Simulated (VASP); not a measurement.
Crystal: SiC.

```
Si C
1.0
     3.13686    0.00000    0.00000
    -1.56843    2.71660    0.00000
     0.00000    0.00000    5.03214
Si C
2 2
Direct
  0.33333 0.66667 0.99859
  0.66667 0.33333 0.49859
  0.33333 0.66667 0.37641
  0.66667 0.33333 0.87641
```

This cell differs from its parent crystal: epitaxial xy strain +2.0%.

Base run:

```yaml
Program: VASP 6.6.1
Functional: r2SCAN
Potentials_or_basis: VASP PAW PBE potentials, release 64 (Si, C)
Cutoff: 520 eV
k_mesh: 12 × 12 × 6
Occupations: gaussian, width 0.01 eV
Spin: no spin polarisation
```

Its results: band gap on the k mesh 2.79 eV (least direct gap 4.20 eV); pressure -7.9 GPa.

Q: The run is repeated on the same cell with these changes: functional from r2SCAN to PBE; occupations from gaussian, width 0.01 eV to fermi-dirac, width 0.02 eV. What comes out?

A: Band gap on the k mesh 2.42 eV (least direct gap 3.71 eV); pressure -4.2 GPa.

Caveats: the cell stands under tension; the PAW data sets were made with another functional, which shifts forces and pressure a little (at least some runs).

A k mesh can miss the band edges.
